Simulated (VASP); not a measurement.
# NbSi2 (P6_422) in VASP: relaxation of cell and atoms with PBE

Aim: the relaxation of cell and atoms of NbSi2 with PBE.

Program: VASP 6.6.1. These are calculated values, not measurements. Logs are shortened: lines on timing, memory, paths and dates and some standing lists are left out, and cuts for length are marked.

## Step 1: The cell of the first run

Symmetry: P6_422, No. 181, hexagonal system. Conventional cell: a = 4.811 Å, b = 4.811 Å, c = 6.620 Å, α = 90.00°, β = 90.00°, γ = 120.00°. Nb (site symmetry 222) has 10 Si at 2.62 to 2.84 Å and 4 Nb at 3.26 Å within 3.5 Å. Si (site symmetry 2) has 9 Si at 2.58 to 3.34 Å and 5 Nb at 2.62 to 2.84 Å within 3.4 Å.

## Step 2: Relaxation of cell and atoms, PBE

Contents of INCAR:

```
ALGO = Normal
EDIFF = 1E-6
EDIFFG = -0.01
ENCUT = 600
GGA = PE
IBRION = 2
ISIF = 3
ISMEAR = 0
LASPH = True
LCHARG = False
LREAL = False
LUSENCCL = False
LWAVE = False
NELM = 80
NSW = 100
PREC = Accurate
SIGMA = 0.1
```

Contents of KPOINTS:

```
k-points
0
Gamma
  12 12 6
```

Contents of POSCAR:

```
NbSi2
1.0
    4.8114898054      0.0000000000      0.0000000000
   -2.4057449027      4.1668724015      0.0000000000
    0.0000000000      0.0000000000      6.6201807198
Nb Si
3 6
Direct
    0.5000000000      0.0000000000      0.0000000000
    0.5000000000      0.5000000000      0.6666666667
    0.0000000000      0.5000000000      0.3333333333
    0.1595741991      0.3191483983      0.0000000000
    0.8404258009      0.1595741991      0.6666666667
    0.6808516017      0.8404258009      0.3333333333
    0.8404258009      0.6808516017      0.0000000000
    0.1595741991      0.8404258009      0.6666666667
    0.3191483983      0.1595741991      0.3333333333
```

Potentials or basis: VASP PAW PBE potentials, release 64 (Nb_sv, Si).

Command:

```
> cat potpaw_PBE.64/Nb_sv/POTCAR potpaw_PBE.64/Si/POTCAR > POTCAR
> mpirun -np 1 vasp_std > vasp.out
```

OUTCAR:

```text
EDIFF = 1E-6
   EDIFFG = -0.01
   ENCUT = 600
   GGA = PE
   IBRION = 2
   ISIF = 3
   ISMEAR = 0
   LASPH = True
   LREAL = False
   NELM = 80
   NSW = 100
   PREC = Accurate

 ion  position               nearest neighbor table
   1  0.500  0.000  0.000-   6 2.62   9 2.62   8 2.62   5 2.62   4 2.75   7 2.75   7 2.75   4 2.75
                             4 2.84   7 2.84
   2  0.500  0.500  0.667-   4 2.62   7 2.62   6 2.62   9 2.62   5 2.75   8 2.75   8 2.75   5 2.75
                             8 2.84   5 2.84
   3  0.000  0.500  0.333-   4 2.62   7 2.62   5 2.62   8 2.62   9 2.75   6 2.75   9 2.75   6 2.75
                             6 2.84   9 2.84
   4  0.160  0.319  0.000-   5 2.58   9 2.58   3 2.62   2 2.62   7 2.66   1 2.75   1 2.75   1 2.84
                             7 2.84   7 2.84
   5  0.840  0.160  0.667-   4 2.58   6 2.58   1 2.62   3 2.62   8 2.66   2 2.75   2 2.75   2 2.84
                             8 2.84   8 2.84
   6  0.681  0.840  0.333-   7 2.58   5 2.58   1 2.62   2 2.62   9 2.66   3 2.75   3 2.75   3 2.84
                             9 2.84   9 2.84
   7  0.840  0.681  0.000-   8 2.58   6 2.58   3 2.62   2 2.62   4 2.66   1 2.75   1 2.75   1 2.84
                             4 2.84   4 2.84
   8  0.160  0.840  0.667-   7 2.58   9 2.58   1 2.62   3 2.62   5 2.66   2 2.75   2 2.75   2 2.84
                             5 2.84   5 2.84
   9  0.319  0.160  0.333-   4 2.58   8 2.58   1 2.62   2 2.62   6 2.66   3 2.75   3 2.75   3 2.84
                             6 2.84   6 2.84

  LATTYP: Found a hexagonal cell.
 ALAT       =     4.8114898054
 C/A-ratio  =     1.3759107860

  Lattice vectors:

 A1 = (   4.8114898054,   0.0000000000,   0.0000000000)
 A2 = (  -2.4057449027,   4.1668724015,   0.0000000000)
 A3 = (   0.0000000000,   0.0000000000,   6.6201807198)

Analysis of symmetry for initial positions (statically):
=====================================================================
 Subroutine PRICEL returns:
 Original cell was already a primitive cell.

 Routine SETGRP: Setting up the symmetry group for a
 hexagonal supercell.

 Subroutine GETGRP returns: Found 12 space group operations
 (whereof  4 operations were pure point group operations)
 out of a pool of 24 trial point group operations.

The static configuration has the point symmetry D_2 .
 The point group associated with its full space group is D_6 .

Analysis of symmetry for dynamics (positions and initial velocities):
=====================================================================
 Subroutine PRICEL returns:
 Original cell was already a primitive cell.

 Routine SETGRP: Setting up the symmetry group for a
 hexagonal supercell.

 Subroutine GETGRP returns: Found 12 space group operations
 (whereof  4 operations were pure point group operations)
 out of a pool of 24 trial point group operations.

The dynamic configuration has the point symmetry D_2 .
 The point group associated with its full space group is D_6 .

 Subroutine INISYM returns: Found 12 space group operations
 (whereof  4 operations are pure point group operations),
 and found     1 'primitive' translations

----------------------------------------------------------------------------------------

                                     Primitive cell

  volume of cell :     132.7271

  direct lattice vectors                    reciprocal lattice vectors
     4.811489805  0.000000000  0.000000000     0.207835835  0.119994075 -0.000000000
    -2.405744903  4.166872402  0.000000000     0.000000000  0.239988150  0.000000000
     0.000000000  0.000000000  6.620180720     0.000000000 -0.000000000  0.151053278

  length of vectors
     4.811489805  4.811489805  6.620180720     0.239988150  0.239988150  0.151053278

  position of ions in fractional coordinates (direct lattice)
     0.500000000  0.000000000  0.000000000
     0.500000000  0.500000000  0.666666667
     1.000000000  0.500000000  0.333333333
     0.159574199  0.319148398  0.000000000
     0.840425801  0.159574199  0.666666667
     0.680851602  0.840425801  0.333333333
     0.840425801  0.680851602  0.000000000
     0.159574199  0.840425801  0.666666667
     0.319148398  0.159574199  0.333333333

  ion indices of the primitive-cell ions
   primitive index   ion index
                 1           1
                 2           2
                 3           3
                 4           4
                 5           5
                 6           6
                 7           7
                 8           8
                 9           9

----------------------------------------------------------------------------------------

 KPOINTS: k-points

Automatic generation of k-mesh.
 Grid dimensions read from file:
 generate k-points for:   12   12    6

 Generating k-lattice:

  Cartesian coordinates                     Fractional coordinates (reciprocal lattice)
     0.017319653  0.009999506 -0.000000000     0.083333333  0.000000000  0.000000000
     0.000000000  0.019999013  0.000000000     0.000000000  0.083333333  0.000000000
     0.000000000 -0.000000000  0.025175546     0.000000000  0.000000000  0.166666667

  Length of vectors
     0.019999013  0.019999013  0.025175546

  Shift w.r.t. Gamma in fractional coordinates (k-lattice)
     0.000000000  0.000000000  0.000000000

 Subroutine IBZKPT returns following result:
 ===========================================

 Found     76 irreducible k-points:

 Following reciprocal coordinates:
            Coordinates               Weight
  0.000000  0.000000  0.000000      1.000000
  0.083333  0.000000  0.000000      6.000000
  0.166667  0.000000  0.000000      6.000000
  0.250000  0.000000  0.000000      6.000000
  0.333333  0.000000  0.000000      6.000000
  0.416667  0.000000  0.000000      6.000000
[... 16 lines left out ...]
  0.250000  0.000000  0.166667     12.000000
  0.333333  0.000000  0.166667     12.000000
 [... further k-points ...]
   k-points           NKPTS =     76   k-points in BZ     NKDIM =     76   number of bands    NBANDS=     37
   number of dos      NEDOS =    301   number of ions     NIONS =      9
   total plane-waves  NPLWV =  86400
   dimension x,y,z NGX =    40 NGY =   40 NGZ =   54
   dimension x,y,z NGXF=    80 NGYF=   80 NGZF=  108
   ions per type =               3   6
   NGX,Y,Z   is equivalent  to a cutoff of  13.82, 13.82, 13.56 a.u.
   NGXF,Y,Z  is equivalent  to a cutoff of  27.64, 27.64, 27.12 a.u.
 SYSTEM =  unknown system
   PREC   = accura    normal or accurate (medium, high low for compatibility)
   ISTART =      0    job   : 0-new  1-cont  2-samecut
   ICHARG =      2    charge: 1-file 2-atom 10-const
   ISPIN  =      1    spin polarized calculation?
   LNONCOLLINEAR =      F non collinear calculations
   LSORBIT =      F    spin-orbit coupling
   LASPH  =      T    aspherical Exc in radial PAW
   ENCUT  =  600.0 eV  44.10 Ry    6.64 a.u.   9.61  9.61 13.22*2*pi/ulx,y,z
   NELM   =     80;   NELMIN=  2; NELMDL= -5     # of ELM steps
   EDIFF  = 0.1E-05   stopping-criterion for ELM
   LREAL  =      F    real-space projection
   EDIFFG = -.1E-01   stopping-criterion for IOM
   NSW    =    100    number of steps for IOM
   IBRION =      2    ionic relax: 0-MD 1-quasi-New 2-CG
   NFREE  =      1    steps in history (QN), initial steepest desc. (CG)
   ISIF   =      3    stress and relaxation
   ISYM   =      2    0-nonsym 1-usesym 2-fastsym
   POTIM  = 0.5000    time-step for ionic-motion
   TEBEG  =    0.0;   TEEND  =   0.0 temperature during run
   PSTRESS=    0.0 pullay stress
   NELECT =      63.0000    total number of electrons
   NUPDOWN=      -1.0000    fix difference up-down
   EMIN   =  10.00;   EMAX   =-10.00  energy-range for DOS
   EFERMI =   0.00;   METHOD = LEGACY
   ISMEAR =     0;   SIGMA  =   0.10  broadening in eV -4-tet -1-fermi 0-gaus
   EFERMI_NEDOS =   21; number of points for ismear=-14 and -15
   IALGO  =     38    algorithm
   IMIX   =      4    mixing-type and parameters
     AMIX     =   0.40;   BMIX     =  1.00
     AMIX_MAG =   1.60;   BMIX_MAG =  1.00
  volume/ion in A,a.u.               =      14.75        99.52
  Fermi-wavevector in a.u.,A,eV,Ry     =   1.277032  2.413241 22.188530  1.630811
  Thomas-Fermi vector in A             =   2.409655
   LORBIT       =      0    0 simple, 1 ext, 2 COOP (PROOUT), +10 PAW based schemes
   GGA     = PE    functional components
   LHFCALC =     F    Hartree Fock is set to
   AEXX    =    0.0000 exact exchange contribution
   IVDW    =     0    specifies the selected vdW correction
   LEPSILON=     F    determine dielectric tensor
   LRPA    =     F    only Hartree local field effects (RPA)
 conjugate gradient relaxation of ions
 non-spin polarized calculation
 Gauss-broadening in eV      SIGMA  =   0.10
  energy-cutoff  :      600.00
  volume of cell :      132.73
 maximum number of plane-waves:      4479
 NGX is ok and might be reduce to    40
   NGX = 19   NGY = 19   NGZ = 27

--------------------------------------- Ionic step        1  -------------------------------------------

 number of electron      62.9999998 magnetization

 Free energy of the ion-electron system (eV)
  ---------------------------------------------------
  ext. energy  EPLUGINS =         0.00000000
  ---------------------------------------------------
  free energy    TOTEN  =       -68.22471248 eV

  energy without entropy =      -68.20514450  energy(sigma->0) =      -68.21492849

------------------------ aborting loop because EDIFF is reached ----------------------------------------

  FORCE on cell =-STRESS in cart. coord.  units (eV):
  Direction    XX          YY          ZZ          XY          YZ          ZX
  --------------------------------------------------------------------------------------
  -------------------------------------------------------------------------------------
  Total       -0.2130477     -0.2130477     -0.4421002      0.0000000      0.0000000      0.0000000
  in kB       -2.5717445     -2.5717445     -5.3366869      0.0000000      0.0000000      0.0000000
  external PRESSURE =      -3.4933919 kB  Pullay stress =       0.0000000 kB
[... 157 lines left out ...]
  energy  without entropy=      -68.2060000028  energy(sigma->0) =      -68.21566192

--------------------------------------- Ionic step        5  -------------------------------------------

 number of electron      62.9999998 magnetization

 Free energy of the ion-electron system (eV)
  ---------------------------------------------------
  ext. energy  EPLUGINS =         0.00000000
  ---------------------------------------------------
  free energy    TOTEN  =       -68.22535285 eV

  energy without entropy =      -68.20610650  energy(sigma->0) =      -68.21572968

 E-fermi :  11.3149     XC(G=0): -11.9580

 val. band max:       11.3097697560   @ k =   0.1667   0.0000   0.3333
 cond. band min:      11.3291949625   @ k =   0.5000   0.0000   0.0000
 fundamental gap:      0.0194252065
 Fermi energy:        11.3148748470

 k-point     1 :       0.0000    0.0000    0.0000
  band No.  band energies     occupation
      1     -43.3401      2.00000
      2     -43.3046      2.00000
      3     -43.3046      2.00000
      4     -19.5712      2.00000
      5     -19.5712      2.00000
      6     -19.5673      2.00000
[... 949 lines left out ...]
     36      13.4799      0.00000
     37      13.7400      0.00000

 [... further k-points ...]

------------------------ aborting loop because EDIFF is reached ----------------------------------------

  FORCE on cell =-STRESS in cart. coord.  units (eV):
  Direction    XX          YY          ZZ          XY          YZ          ZX
  --------------------------------------------------------------------------------------
  -------------------------------------------------------------------------------------
  Total        0.0013319      0.0013319      0.0278469     -0.0000000      0.0000000      0.0000000
  in kB        0.0161077      0.0161077      0.3367641     -0.0000000      0.0000000      0.0000000
  external PRESSURE =       0.1229932 kB  Pullay stress =       0.0000000 kB
[... 24 lines left out ...]
  FREE ENERGIE OF THE ION-ELECTRON SYSTEM (eV)
  ---------------------------------------------------
  free  energy   TOTEN  =       -68.2253528536 eV

  energy  without entropy=      -68.2061064984  energy(sigma->0) =      -68.21572968

 reached required accuracy - stopping structural energy minimisation
```

Run time: 12 min. Hardware: 1 × NVIDIA H100 80GB with 1 thread of AMD EPYC 7R13 (Zen 3), shared host; peak memory 1.5 GiB.

Results:

```
Free energy                           : -68.2254 eV
Relaxed volume                        : 14.72 Å³/atom
Relaxed cell                          : a = 4.810 Å, b = 4.810 Å, c = 6.611 Å, α = 90.00°, β = 90.00°, γ = 120.00°
Space group after relaxing (to 0.1 Å) : P6_422 (No. 181)
Energy gained by relaxing             : 0.1 meV/atom
Ionic steps                           : 5
Pressure after relaxing               : 0.0 GPa
Band gap on the k mesh                : zero (an odd number of electrons rules out a gap without spin polarisation)
```

The path:
```csv
step,energy change (eV),largest force (eV/Å),pressure (GPa),volume (Å³)
1,0.0000,0.0326,-0.35,132.73
2,0.0000,0.0174,0.50,132.11
3,-0.0005,0.0251,0.08,132.42
4,-0.0006,0.0105,0.05,132.46
5,-0.0006,0.0002,0.01,132.48
```

Final structure:
```xyz
9
Lattice="4.8104 0.0000 0.0000 -2.4052 4.1659 0.0000 0.0000 0.0000 6.6111" Properties=species:S:1:pos:R:3 pbc="T T T"
Nb    2.4052    0.0000    0.0000
Nb    1.2026    2.0829    4.4074
Nb   -1.2026    2.0829    2.2037
Si    0.0000    1.3265    0.0000
Si    3.6616    0.6633    4.4074
Si    1.2564    3.5026    2.2037
Si    2.4052    2.8394    0.0000
Si   -1.2564    3.5026    4.4074
Si    1.1488    0.6633    2.2037
```

Caveat: an odd number of electrons without spin polarisation forces a metal; a magnetic or distorted state may lie lower.
